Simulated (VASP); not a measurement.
# Cr3CdN: single point with r2SCAN

The system is Cr3CdN.

```
Cd N Cr
1.0
     4.08596    0.00000    0.00000
     0.00000    4.08596    0.00000
     0.00000    0.00000    4.08596
Cd N Cr
1 1 3
Cartesian
  0.0000 0.0000 0.0000
  2.0430 2.0430 2.0430
  0.0000 2.0430 2.0430
  2.0430 0.0000 2.0430
  2.0430 2.0430 0.0000
```

- Program: VASP 6.6.1
- Task: single point
- Functional: r2SCAN
- Potentials or basis: VASP PAW PBE potentials, release 64 (Cd, N, Cr_pv)
- Cutoff: 520 eV
- k mesh: 8 × 8 × 8
- Occupations: fermi-dirac, width 0.1 eV
- Spin: no spin polarisation

- Pressure: -25.2 GPa
- Band gap on the k mesh: zero (an odd number of electrons rules out a gap without spin polarisation)
- Valence electrons inside the program's atomic spheres: Cd 10.45; N 3.71; Cr 10.80

Levels at points of the mesh, in eV from the Fermi level:
```tsv
k point	band 24	band 25	band 26	band 27	band 28	band 29
(0.00, 0.00, 0.00)	-1.73	0.46	0.46	0.46	0.51	0.51
(0.50, 0.00, 0.00)	-0.87	-0.52	0.22	0.24	0.24	0.24
(0.50, 0.50, 0.00)	-0.82	-0.71	-0.71	-0.13	0.39	0.45
(0.50, 0.50, 0.50)	-0.80	-0.80	-0.57	-0.57	-0.57	0.74
```

It took 3.4 min on 1 thread of Intel(R) Xeon(R) Platinum 8375C CPU @ 2.90GHz (Ice Lake) (shared host), peak memory 0.21 GiB.

Caveat: the cell stands under tension; the PAW data sets were made with another functional, which shifts forces and pressure a little; the run has no spin polarisation, though such a crystal can be magnetic. With open d or f shells a metallic result of r2SCAN can be an artefact of self-interaction; +U or a hybrid may open a gap.
